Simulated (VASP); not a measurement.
# Ta4C3 (P4/mmm) in VASP: further runs

Runs on Ta4C3. Level: PBEsol. Tasks: single point.

All numbers are computed with VASP 6.6.1; they aren't measurements. Logs are shortened: lines on timing, memory, paths and dates and some standing lists are left out, and cuts for length are marked.

## Step 1: The cell of the first run

Symmetry: P4/mmm, No. 123, tetragonal system. Conventional cell: a = 4.579 Å, b = 4.579 Å, c = 4.755 Å, α = 90.00°, β = 90.00°, γ = 90.00°. Within 3.0 Å of Ta (site symmetry mmm) lie 4 C at 2.29 to 2.38 Å. Ta (site symmetry 4/mmm) has 4 C at 2.29 Å within 3.0 Å. Within 3.0 Å of Ta (site symmetry 4/mmm) lie 6 C at 2.29 to 2.38 Å. Within 3.0 Å of C (site symmetry mmm) lie 6 Ta at 2.29 to 2.38 Å. Within 3.0 Å of C (site symmetry 4/mmm) lie 6 Ta at 2.29 to 2.38 Å.

## Step 2: Single point, PBEsol (strain +0.040 along x and y, +0.080 along z)

File INCAR:

```
ALGO = Normal
EDIFF = 1E-6
ENCUT = 520
GGA = PS
ISIF = 2
ISMEAR = 0
LASPH = T
LCHARG = T
LELF = T
LREAL = F
LVHAR = T
LWAVE = F
NBANDS = 37
NELM = 100
PREC = Accurate
SIGMA = 0.15
```

File KPOINTS:

```
k-points
0
Gamma
  10 10 10
```

File POSCAR:

```
Ta4C3
1.0
    4.5787062939      0.0000000000      0.0000000000
    0.0000000000      4.5787062939      0.0000000000
    0.0000000000      0.0000000000      4.7548103822
Ta C
4 3
Direct
    0.0000000000      0.5000000000      0.5000000000
    0.5000000000      0.0000000000      0.5000000000
    0.5000000000      0.5000000000      0.0000000000
    0.0000000000      0.0000000000      0.0000000000
    0.5000000000      0.0000000000      0.0000000000
    0.0000000000      0.5000000000      0.0000000000
    0.0000000000      0.0000000000      0.5000000000
```

Potentials or basis: VASP PAW PBE potentials, release 64 (Ta_pv, C).

Run with:

```console
$ cat potpaw_PBE.64/Ta_pv/POTCAR potpaw_PBE.64/C/POTCAR > POTCAR
$ mpirun -np 1 vasp_std > vasp.out
```

OUTCAR:

```text
EDIFF = 1E-6
   ENCUT = 520
   GGA = PS
   ISIF = 2
   ISMEAR = 0
   LASPH = T
   LREAL = F
   NELM = 100
   PREC = Accurate

 ion  position               nearest neighbor table
   1  0.000  0.500  0.500-   7 2.29   7 2.29   6 2.38   6 2.38   2 3.24   2 3.24   2 3.24   2 3.24
                             4 3.30   4 3.30   3 3.30   4 3.30   4 3.30   3 3.30   3 3.30   3 3.30
   2  0.500  0.000  0.500-   7 2.29   7 2.29   5 2.38   5 2.38   1 3.24   1 3.24   1 3.24   1 3.24
                             4 3.30   3 3.30   3 3.30   3 3.30   4 3.30   4 3.30   4 3.30   3 3.30
   3  0.500  0.500  0.000-   5 2.29   6 2.29   5 2.29   6 2.29   4 3.24   4 3.24   4 3.24   4 3.24
                             2 3.30   1 3.30   2 3.30   1 3.30   1 3.30   2 3.30   1 3.30   2 3.30
   4  0.000  0.000  0.000-   5 2.29   6 2.29   6 2.29   5 2.29   7 2.38   7 2.38   3 3.24   3 3.24
                             3 3.24   3 3.24   2 3.30   1 3.30   1 3.30   2 3.30   2 3.30   1 3.30
   5  0.500  0.000  0.000-   3 2.29   4 2.29   3 2.29   4 2.29   2 2.38   2 2.38
   6  0.000  0.500  0.000-   3 2.29   4 2.29   4 2.29   3 2.29   1 2.38   1 2.38
   7  0.000  0.000  0.500-   1 2.29   2 2.29   1 2.29   2 2.29   4 2.38   4 2.38

  LATTYP: Found a simple tetragonal cell.
 ALAT       =     4.5787062939
 C/A-ratio  =     1.0384615385

  Lattice vectors:

 A1 = (   4.5787062939,   0.0000000000,   0.0000000000)
 A2 = (   0.0000000000,   4.5787062939,   0.0000000000)
 A3 = (   0.0000000000,   0.0000000000,   4.7548103822)

Analysis of symmetry for initial positions (statically):
=====================================================================
 Subroutine PRICEL returns:
 Original cell was already a primitive cell.

 Routine SETGRP: Setting up the symmetry group for a
 simple tetragonal supercell.

 Subroutine GETGRP returns: Found 16 space group operations
 (whereof 16 operations were pure point group operations)
 out of a pool of 16 trial point group operations.

The static configuration has the point symmetry D_4h.

Analysis of symmetry for dynamics (positions and initial velocities):
=====================================================================
 Subroutine PRICEL returns:
 Original cell was already a primitive cell.

 Routine SETGRP: Setting up the symmetry group for a
 simple tetragonal supercell.

 Subroutine GETGRP returns: Found 16 space group operations
 (whereof 16 operations were pure point group operations)
 out of a pool of 16 trial point group operations.

The dynamic configuration has the point symmetry D_4h.

 Subroutine INISYM returns: Found 16 space group operations
 (whereof 16 operations are pure point group operations),
 and found     1 'primitive' translations

----------------------------------------------------------------------------------------

                                     Primitive cell

  volume of cell :      99.6825

  direct lattice vectors                    reciprocal lattice vectors
     4.578706294  0.000000000  0.000000000     0.218402303  0.000000000  0.000000000
     0.000000000  4.578706294  0.000000000     0.000000000  0.218402303  0.000000000
     0.000000000  0.000000000  4.754810382     0.000000000  0.000000000  0.210313329

  length of vectors
     4.578706294  4.578706294  4.754810382     0.218402303  0.218402303  0.210313329

  position of ions in fractional coordinates (direct lattice)
     0.000000000  0.500000000  0.500000000
     0.500000000  0.000000000  0.500000000
     0.500000000  0.500000000  0.000000000
     0.000000000  0.000000000  0.000000000
     0.500000000  0.000000000  0.000000000
     0.000000000  0.500000000  0.000000000
     0.000000000  0.000000000  0.500000000

  ion indices of the primitive-cell ions
   primitive index   ion index
                 1           1
                 2           2
                 3           3
                 4           4
                 5           5
                 6           6
                 7           7

----------------------------------------------------------------------------------------

 KPOINTS: k-points

Automatic generation of k-mesh.
 Grid dimensions read from file:
 generate k-points for:   10   10   10

 Generating k-lattice:

  Cartesian coordinates                     Fractional coordinates (reciprocal lattice)
     0.021840230  0.000000000  0.000000000     0.100000000  0.000000000  0.000000000
     0.000000000  0.021840230  0.000000000     0.000000000  0.100000000  0.000000000
     0.000000000  0.000000000  0.021031333     0.000000000  0.000000000  0.100000000

  Length of vectors
     0.021840230  0.021840230  0.021031333

  Shift w.r.t. Gamma in fractional coordinates (k-lattice)
     0.000000000  0.000000000  0.000000000

 Subroutine IBZKPT returns following result:
 ===========================================

 Found    126 irreducible k-points:

 Following reciprocal coordinates:
            Coordinates               Weight
  0.000000  0.000000  0.000000      1.000000
  0.100000  0.000000  0.000000      4.000000
  0.200000  0.000000  0.000000      4.000000
  0.300000  0.000000  0.000000      4.000000
  0.400000  0.000000  0.000000      4.000000
  0.500000  0.000000  0.000000      2.000000
[... 16 lines left out ...]
  0.100000  0.000000  0.100000      8.000000
  0.200000  0.000000  0.100000      8.000000
 [... further k-points ...]
   k-points           NKPTS =    126   k-points in BZ     NKDIM =    126   number of bands    NBANDS=     37
   number of dos      NEDOS =    301   number of ions     NIONS =      7
   total plane-waves  NPLWV =  46656
   dimension x,y,z NGX =    36 NGY =   36 NGZ =   36
   dimension x,y,z NGXF=    72 NGYF=   72 NGZF=   72
   ions per type =               4   3
   NGX,Y,Z   is equivalent  to a cutoff of  13.07, 13.07, 12.59 a.u.
   NGXF,Y,Z  is equivalent  to a cutoff of  26.14, 26.14, 25.17 a.u.
 SYSTEM =  unknown system
   PREC   = accura    normal or accurate (medium, high low for compatibility)
   ISTART =      0    job   : 0-new  1-cont  2-samecut
   ICHARG =      2    charge: 1-file 2-atom 10-const
   ISPIN  =      1    spin polarized calculation?
   LNONCOLLINEAR =      F non collinear calculations
   LSORBIT =      F    spin-orbit coupling
   LASPH  =      T    aspherical Exc in radial PAW
   ENCUT  =  520.0 eV  38.22 Ry    6.18 a.u.   8.51  8.51  8.84*2*pi/ulx,y,z
   NELM   =    100;   NELMIN=  2; NELMDL= -5     # of ELM steps
   EDIFF  = 0.1E-05   stopping-criterion for ELM
   LREAL  =      F    real-space projection
   EDIFFG = 0.1E-04   stopping-criterion for IOM
   NSW    =      0    number of steps for IOM
   IBRION =     -1    ionic relax: 0-MD 1-quasi-New 2-CG
   NFREE  =      0    steps in history (QN), initial steepest desc. (CG)
   ISIF   =      2    stress and relaxation
   ISYM   =      2    0-nonsym 1-usesym 2-fastsym
   POTIM  = 0.5000    time-step for ionic-motion
   TEBEG  =    0.0;   TEEND  =   0.0 temperature during run
   PSTRESS=    0.0 pullay stress
   NELECT =      56.0000    total number of electrons
   NUPDOWN=      -1.0000    fix difference up-down
   EMIN   =  10.00;   EMAX   =-10.00  energy-range for DOS
   EFERMI =   0.00;   METHOD = LEGACY
   ISMEAR =     0;   SIGMA  =   0.15  broadening in eV -4-tet -1-fermi 0-gaus
   EFERMI_NEDOS =   21; number of points for ismear=-14 and -15
   IALGO  =     38    algorithm
   IMIX   =      4    mixing-type and parameters
     AMIX     =   0.40;   BMIX     =  1.00
     AMIX_MAG =   1.60;   BMIX_MAG =  1.00
  volume/ion in A,a.u.               =      14.24        96.10
  Fermi-wavevector in a.u.,A,eV,Ry     =   1.350821  2.552682 24.826800  1.824718
  Thomas-Fermi vector in A             =   2.478294
   LORBIT       =      0    0 simple, 1 ext, 2 COOP (PROOUT), +10 PAW based schemes
   GGA     = PS    functional components
   LHFCALC =     F    Hartree Fock is set to
   AEXX    =    0.0000 exact exchange contribution
   IVDW    =     0    specifies the selected vdW correction
   LEPSILON=     F    determine dielectric tensor
   LRPA    =     F    only Hartree local field effects (RPA)
 non-spin polarized calculation
 Gauss-broadening in eV      SIGMA  =   0.15
  energy-cutoff  :      520.00
  volume of cell :       99.68
 maximum number of plane-waves:      2714
 NGX is ok and might be reduce to    36
   NGX = 17   NGY = 17   NGZ = 17

 number of electron      55.9999993 magnetization

 Free energy of the ion-electron system (eV)
  ---------------------------------------------------
  ext. energy  EPLUGINS =         0.00000000
  ---------------------------------------------------
  free energy    TOTEN  =       -80.98975936 eV

  energy without entropy =      -80.93950060  energy(sigma->0) =      -80.96462998

 E-fermi :   5.8612     XC(G=0): -12.3209

 val. band max:        5.8569875949   @ k =   0.5000   0.2000   0.1000
 cond. band min:       5.8620996158   @ k =   0.2000   0.2000   0.4000
 fundamental gap:      0.0051120209
 Fermi energy:         5.8612136754

 k-point     1 :       0.0000    0.0000    0.0000
  band No.  band energies     occupation
      1     -29.7051      2.00000
      2     -29.6666      2.00000
      3     -29.6666      2.00000
      4     -29.1497      2.00000
      5     -29.1000      2.00000
      6     -29.1000      2.00000
[... 29 lines left out ...]
     36       8.8427      0.00000
     37       9.4393      0.00000

 k-point     2 :       0.1000    0.0000    0.0000
  band No.  band energies     occupation
      1     -29.7032      2.00000
      2     -29.6643      2.00000
      3     -29.6638      2.00000
      4     -29.1487      2.00000
      5     -29.0986      2.00000
      6     -29.0975      2.00000
[... 29 lines left out ...]
     36       9.0868      0.00000
     37       9.4468      0.00000

 k-point     3 :       0.2000    0.0000    0.0000
  band No.  band energies     occupation
      1     -29.6983      2.00000
      2     -29.6583      2.00000
      3     -29.6563      2.00000
      4     -29.1461      2.00000
      5     -29.0949      2.00000
      6     -29.0947      2.00000
[... 29 lines left out ...]
     36       9.3930      0.00000
     37       9.5402      0.00000

 k-point     4 :       0.3000    0.0000    0.0000
  band No.  band energies     occupation
      1     -29.6921      2.00000
      2     -29.6508      2.00000
      3     -29.6468      2.00000
      4     -29.1438      2.00000
      5     -29.0972      2.00000
      6     -29.0890      2.00000
[... 29 lines left out ...]
     36       9.1273      0.00000
     37       9.5825      0.00000
[... 683 lines left out ...]
      1     -29.7022      2.00000
      2     -29.6650      2.00000
      3     -29.6650      2.00000
      4     -29.1494      2.00000
      5     -29.0997      2.00000
      6     -29.0997      2.00000
[... 29 lines left out ...]
     36       9.0546      0.00000
     37       9.3706      0.00000

 k-point    23 :       0.1000    0.0000    0.1000
  band No.  band energies     occupation
      1     -29.7009      2.00000
      2     -29.6628      2.00000
      3     -29.6623      2.00000
      4     -29.1499      2.00000
      5     -29.0975      2.00000
      6     -29.0970      2.00000
[... 29 lines left out ...]
     36       9.0524      0.00000
     37       9.3708      0.00000

 k-point    24 :       0.2000    0.0000    0.1000
  band No.  band energies     occupation
      1     -29.6973      2.00000
      2     -29.6569      2.00000
      3     -29.6555      2.00000
      4     -29.1503      2.00000
      5     -29.1005      2.00000
      6     -29.0903      2.00000
[... 29 lines left out ...]
     36       9.3642      0.00000
     37       9.3695      0.00000

 [... further k-points ...]

------------------------ aborting loop because EDIFF is reached ----------------------------------------

  FORCE on cell =-STRESS in cart. coord.  units (eV):
  Direction    XX          YY          ZZ          XY          YZ          ZX
  --------------------------------------------------------------------------------------
  -------------------------------------------------------------------------------------
  Total      -19.7791468    -19.7791468    -23.8876356      0.0000000      0.0000000      0.0000000
  in kB     -317.9064665   -317.9064665   -383.9414252      0.0000000      0.0000000      0.0000000
  external PRESSURE =    -339.9181194 kB  Pullay stress =       0.0000000 kB

 VOLUME and BASIS-vectors are now :
 -----------------------------------------------------------------------------
  energy-cutoff  :      520.00
  volume of cell :       99.68
      direct lattice vectors                 reciprocal lattice vectors
     4.578706294  0.000000000  0.000000000     0.218402303  0.000000000  0.000000000
     0.000000000  4.578706294  0.000000000     0.000000000  0.218402303  0.000000000
     0.000000000  0.000000000  4.754810382     0.000000000  0.000000000  0.210313329

 POSITION                                       TOTAL-FORCE (eV/Angst)
 -----------------------------------------------------------------------------------
      0.00000      2.28935      2.37741         0.000000      0.000000      0.000000
      2.28935      0.00000      2.37741         0.000000      0.000000      0.000000
      2.28935      2.28935      0.00000         0.000000      0.000000      0.000000
      0.00000      0.00000      0.00000         0.000000      0.000000      0.000000
      2.28935      0.00000      0.00000         0.000000      0.000000      0.000000
      0.00000      2.28935      0.00000         0.000000      0.000000      0.000000
      0.00000      0.00000      2.37741         0.000000      0.000000      0.000000
 -----------------------------------------------------------------------------------
    total drift:                                0.000000      0.000000      0.000000

  FREE ENERGIE OF THE ION-ELECTRON SYSTEM (eV)
  ---------------------------------------------------
  free  energy   TOTEN  =       -80.9897593586 eV

  energy  without entropy=      -80.9395005984  energy(sigma->0) =      -80.96462998
```

It took 2.7 min on 1 thread of Intel Xeon 6975P-C (Granite Rapids), shared host; peak memory 0.46 GiB.

What came out:

* Free energy: -80.9898 eV
* Pressure: -34.0 GPa
* Band gap on the k mesh: zero (band 28 reaches 6.13 eV, above the bottom of band 29 at 5.11 eV)

Stress tensor (GPa, compression positive):
```
-31.79   0.00   0.00
  0.00 -31.79   0.00
  0.00   0.00 -38.39
```

Caveat: the cell differs from its parent crystal (strain +0.040 along x and y, +0.080 along z); the PAW data sets were made with another functional, which shifts forces and pressure a little; spin-orbit coupling is left out, which moves the levels of the heavy elements.

## Step 3: Single point, PBEsol (strain +0.080 along x and y, +0.040 along z)

INCAR: that of step 2 with these lines changed.

```diff
@@ -7,6 +7,4 @@
 LASPH = T
-LCHARG = T
-LELF = T
+LCHARG = F
 LREAL = F
-LVHAR = T
 LWAVE = F
```

KPOINTS is that of step 2.

POSCAR: that of step 2 with these lines changed.

```diff
@@ -2,5 +2,5 @@
 1.0
-    4.5787062939      0.0000000000      0.0000000000
-    0.0000000000      4.5787062939      0.0000000000
-    0.0000000000      0.0000000000      4.7548103822
+    4.7548103822      0.0000000000      0.0000000000
+    0.0000000000      4.7548103822      0.0000000000
+    0.0000000000      0.0000000000      4.5787062939
 Ta C
```

Potentials or basis: VASP PAW PBE potentials, release 64 (Ta_pv, C).

Run with:

```console
$ cat potpaw_PBE.64/Ta_pv/POTCAR potpaw_PBE.64/C/POTCAR > POTCAR
$ mpirun -np 1 vasp_std > vasp.out
```

Wall time 5.5 min (1 thread of Oxide Virtual Turin-like, shared host); peak memory 0.43 GiB.

Results (log left out):

```
Free energy            : -80.1104 eV
Pressure               : -39.2 GPa
Band gap on the k mesh : zero (band 28 reaches 5.79 eV, above the bottom of band 29 at 4.90 eV)
```

Stress tensor (GPa, compression positive):
```
-40.98   0.00   0.00
  0.00 -40.98   0.00
  0.00   0.00 -35.64
```

Levels at points of the mesh, in eV from the Fermi level:
```
           k point  band 24  band 25  band 26  band 27  band 28  band 29  band 30  band 31  band 32  band 33
(0.00, 0.00, 0.00)    -1.34    -1.17    -0.58    -0.58    -0.54    -0.54    -0.46    -0.20     0.84     1.17
(0.50, 0.00, 0.00)    -2.33    -1.71    -1.59    -1.56     0.24     0.25     0.44     1.46     1.72     1.78
(0.50, 0.50, 0.00)    -3.60    -1.55    -1.31    -0.37    -0.37     1.26     1.26     1.27     1.54     2.37
(0.00, 0.00, 0.50)    -2.23    -1.93    -1.93    -1.63     0.15     0.15     0.69     1.37     2.02     2.29
(0.50, 0.00, 0.50)    -3.90    -1.55    -1.47    -0.55    -0.06     1.31     1.40     1.48     1.69     2.65
(0.50, 0.50, 0.50)    -4.21    -1.03    -1.03    -0.57    -0.34     2.32     2.46     2.56     2.56     2.73
```

Caveat: the cell differs from its parent crystal (strain +0.080 along x and y, +0.040 along z); the PAW data sets were made with another functional, which shifts forces and pressure a little; spin-orbit coupling is left out, which moves the levels of the heavy elements.
